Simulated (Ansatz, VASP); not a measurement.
**Br: VASP beside Ansatz**

```
Br
1.0
     0.00000    3.48044    3.48044
     3.48044    0.00000    3.48044
     3.48044    3.48044    0.00000
Br
2
Cartesian
  3.4804 3.4804 3.4804
  5.2207 5.2207 5.2207
```

Alike in both runs: functional r2SCAN; k mesh 14 × 14 × 14; occupations gaussian, width 0.1 eV; no spin polarisation.

Ansatz relaxed the structure, and its values are those at the end. VASP's run is a single point on that final structure, the one shown.

|  | VASP | Ansatz |
| --- | --- | --- |
| version | VASP 6.6.1 | Ansatz 0.2.0 |
| potentials or method | VASP PAW PBE potentials, release 64 (Br), cutoff 520 eV | scalar-relativistic, plane waves, PAW |
| valence electrons in the cell | 14 | 14 |

```csv
,VASP,Ansatz,Ansatz less VASP
gap on the k mesh at the Fermi level (eV),none,none,-
pressure (GPa),0.0,0.0,+0.02
```

VASP's potentials were made for PBE, not for r2SCAN. A gap of «none» marks a metal or a gap that the smearing closes.
